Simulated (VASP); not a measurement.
Mn:

```
Mn
1.0
     2.55179    0.00000    0.00000
    -1.27589    2.20991    0.00000
     0.00000    0.00000    4.16707
Mn
2
Direct
  0.33333 0.66667 0.25000
  0.66667 0.33333 0.75000
```

This isn't the form of Mn at room conditions, which is a 58-atom cubic cell.

- Program: VASP 6.6.1
- Task: relaxation of cell and atoms
- Functional: revPBE
- Potentials or basis: VASP PAW PBE potentials, release 64 (Mn_pv)
- Cutoff: 600 eV
- k mesh: 14 × 14 × 8
- Occupations: fermi-dirac, width 0.05 eV
- Spin: collinear spin, antiferromagnetic start
- Starting moments: [3.0, -3.0] μB

At the start: pressure -10.1 GPa; volume 11.75 Å³/atom.

Problem. How do energy, volume and symmetry change on relaxing?

Solution. Over 8 steps the energy falls by 27.6 meV/atom and the volume is 10.99 Å³/atom (-6.5 %); space group P6_3/mmc (No. 194, to 0.1 Å) before and after; moment 0.00 μB per cell.

Step by step:
```tsv
step	energy change (eV)	largest force (eV/Å)	pressure (GPa)	volume (Å³)
1	0.0000	0.0000	-10.14	23.50
2	-0.0271	0.0000	10.06	21.06
3	-0.0547	0.0000	0.07	21.98
4	-0.0547	0.0000	-0.21	22.01
5	-0.0552	0.0000	-0.19	21.99
6	-0.0552	0.0000	-0.19	21.99
7	-0.0552	0.0000	0.17	21.95
8	-0.0552	0.0000	0.00	21.97
```

Final structure:
```xyz
2
Lattice="2.4999 0.0000 0.0000 -1.2500 2.1650 0.0000 0.0000 0.0000 4.0597" Properties=species:S:1:pos:R:3 pbc="T T T"
Mn    0.0000    1.4433    1.0149
Mn    1.2499    0.7217    3.0447
```

Caveat: the antiferromagnetic order is the one typed at the start, and another may lie lower; the PAW data sets were made with another functional, which shifts forces and pressure a little.
